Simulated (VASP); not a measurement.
A run of VASP 6.6.1 is set up as follows.

Contents of INCAR:

```
ALGO = Normal ; EDIFF = 1E-6
ENCUT = 520 ; GGA = PE
ISIF = 2 ; ISMEAR = 0
LASPH = True ; LCHARG = False
LREAL = Auto ; LWAVE = False
NBANDS = 86 ; NELECT = 130.0
NELM = 100 ; PREC = Accurate
SIGMA = 0.01
```

File KPOINTS:

```
Automatic mesh
0
Gamma
  1 1 1
  0.25 0.25 0.25
```

The input POSCAR:

```
LiAl15HN16
1.0
    6.2595139128      0.0000000578      0.0000000000
   -3.1297570064      5.4208980350      0.0000000000
    0.0000000000      0.0000000000     10.0348065929
Al Li N H
15 1 16 1
Direct
    0.3278852461      0.1709487830      0.2427576860
    0.3305675107      0.1682952497      0.7506007914
    0.1637852407      0.3350693997      0.9961476566
    0.3297331464      0.6664402803      0.2547798633
    0.1546838356      0.8157683090      0.5046182091
    0.3300276967      0.6607137961      0.7488475315
    0.1645838975      0.8334003053      1.0003299583
    0.8323907505      0.1690746238      0.2546820513
    0.6836175165      0.3445480126      0.5046914459
    0.8379262837      0.1686288442      0.7489243596
    0.6655134019      0.3343742011      1.0003227209
    0.8305928467      0.6681871725      0.2507664725
    0.6611702914      0.8376185900      0.4998169596
    0.8304185725      0.6685909171      0.7518420891
    0.6634601366      0.8353015466      1.0013589272
    0.1682756696      0.3304595718      0.5032060865
    0.3504644320      0.1486433810      0.4319395423
    0.1639013169      0.3350768490      0.1872089631
    0.3315931307      0.1673345487      0.9423806769
    0.1679970456      0.3305463812      0.7016682659
    0.3354844403      0.6802517781      0.4386056655
    0.1636474799      0.8325560204      0.1887295781
    0.3312163569      0.6714227769      0.9408168021
    0.1647534818      0.8311176749      0.6928088887
    0.8183909240      0.1631936456      0.4385299048
    0.6662377047      0.3351000297      0.1887179463
    0.8273646122      0.1675693306      0.9408520369
    0.6678950857      0.3342284702      0.6928337313
    0.8290051041      0.6700510932      0.4404117050
    0.6655484157      0.8332551402      0.1897895908
    0.8295203446      0.6693624695      0.9409427523
    0.6660720714      0.8325302798      0.6918974063
    0.4454247283      0.0544919778      0.4048553009
```

Potentials or basis: VASP PAW PBE potentials, release 64 (Al, Li_sv, N, H).

Launch:

```bash
$ cat potpaw_PBE.64/Al/POTCAR potpaw_PBE.64/Li_sv/POTCAR potpaw_PBE.64/N/POTCAR potpaw_PBE.64/H/POTCAR > POTCAR
$ mpirun -np 1 vasp_std > vasp.out
```

(1) Predict the largest force.

## Answers

(1) 0.251 eV/Å.

Caveat: the k points lie up to 0.58 Å⁻¹ apart; the cell carries a net charge on a neutralising background, which shifts energy and pressure.
